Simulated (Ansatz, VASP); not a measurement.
Two plane-wave programs on GaN

The input POSCAR:

```
GaN
1.0
    0.0000000000      2.1085152379      2.1951752142
    2.1085152379      0.0000000000      2.1951752142
    2.1085152379      2.1085152379      0.0000000000
Ga N
1 1
Direct
    0.0000000000      0.0000000000      0.0000000000
    0.5000000000      0.5000000000      0.5000000000
```

Contents of INCAR.step1:

```
SYSTEM = GaN
PREC = Accurate
ENCUT = 520
ISMEAR = 0
SIGMA = 0.01
LREAL = .False.
LASPH = .True.
NELM = 60
NBANDS = 16
GGA = PE
ALGO = Normal
EDIFF = 1E-4
LWAVE = .True.
LCHARG = .False.
```

The input INCAR.step2:

```
SYSTEM = GaN
PREC = Accurate
ENCUT = 520
EDIFF = 1E-6
ISMEAR = 0
SIGMA = 0.01
LREAL = .False.
LASPH = .True.
NELM = 60
ALGO = Normal
ISIF = 2
LWAVE = .False.
LCHARG = .False.
METAGGA = R2SCAN
LMIXTAU = .True.
NBANDS = 16
ISTART = 1
```

Contents of KPOINTS:

```
regular mesh
0
Gamma
  10 10 10
  0 0 0
```

Input for Ansatz:

```yaml
crystal:
  lattice:
    - [0.0, 2.1085152379, 2.1951752142]
    - [2.1085152379, 0.0, 2.1951752142]
    - [2.1085152379, 2.1085152379, 0.0]
  atoms:
    - { symbol: Ga, position: [0.0, 0.0, 0.0] }
    - { symbol: "N", position: [0.5, 0.5, 0.5] }
kpoints:
  mp_grid: { grid: [10, 10, 10] }
  band_path:
    path:
      - [0.0, 0.0, 0.0]
      - [0.5, 0.0, 0.5]
      - [0.625, 0.25, 0.625]
      - [0.375, 0.375, 0.75]
      - [0.5, 0.5, 0.5]
      - [0.5, 0.25, 0.75]
      - [0.1875, 0.1875, 0.375]
      - [0.0, 0.5, 0.5]
    npoints: 1
hamiltonian:
  xc: r2scan
scf:
  occupations: { method: fixed }
  n_extra_bands: 4
output:
  forces: true
  stress: true
  eigenvalues: true
```

Change from the starting cell: uniaxial_z strain +4.1%.

Alike in both runs: task single point; functional r2SCAN; k mesh 10 × 10 × 10; no spin polarisation.

|  | VASP | Ansatz |
| --- | --- | --- |
| version | VASP 6.6.1 | Ansatz 0.2.0 |
| potentials or method | VASP PAW PBE potentials, release 64 (Ga_d, N) | plane waves, PAW |
| plane-wave cutoff (eV) | 520 | 500 |
| occupations | gaussian, width 0.01 eV | fixed |
| valence electrons in the cell | 18 | 18 |

```csv
,VASP,Ansatz,Ansatz less VASP
gap on the k mesh at the Fermi level (eV),0.72,0.74,+0.023
pressure (GPa),-7.4,-8.4,-1.05
"traceless stress, the component that is largest in VASP (GPa)",-3.86,-3.51,+0.347
```

VASP's potentials were made for PBE, not for r2SCAN.
